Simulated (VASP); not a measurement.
A run of VASP 6.6.1 is set up as follows.

File INCAR:

```
PREC = Accurate ; ENCUT = 520
EDIFF = 1E-6 ; ISMEAR = -1
SIGMA = 0.05 ; LREAL = F
LASPH = T ; NELM = 100
ALGO = Normal ; ISIF = 2
LWAVE = F ; LCHARG = T
GGA = PE ; LELF = T
LVHAR = T ; NBANDS = 28
```

The input KPOINTS:

```
regular mesh
0
Gamma
  12 12 10
```

POSCAR

```
SnO
1.0
    3.8731012672      0.0000000000      0.0000000000
    0.0000000000      3.8731012672      0.0000000000
    0.0000000000      0.0000000000      4.9357417508
Sn O
2 2
Direct
    0.5000000000      0.0000000000      0.2336996294
    0.0000000000      0.5000000000      0.7663003706
    0.0000000000      0.0000000000      0.0000000000
    0.5000000000      0.5000000000      0.0000000000
```

Potentials or basis: VASP PAW PBE potentials, release 64 (Sn_d, O).

Launch:

```sh
$ cat potpaw_PBE.64/Sn_d/POTCAR potpaw_PBE.64/O/POTCAR > POTCAR
$ mpirun -np 1 vasp_std > vasp.out
```

What does it give for the band gap on the k mesh?

0.37 eV (least direct gap 1.97 eV).

Predict the pressure.

0.4 GPa.

Forces on the atoms (eV/Å):
```
Sn   0.000  0.000  0.077
Sn   0.000  0.000 -0.077
O    0.000  0.000  0.000
O    0.000  0.000  0.000
```

Caveat: spin-orbit coupling is left out, which moves the levels of the heavy elements. A k mesh can miss the band edges.
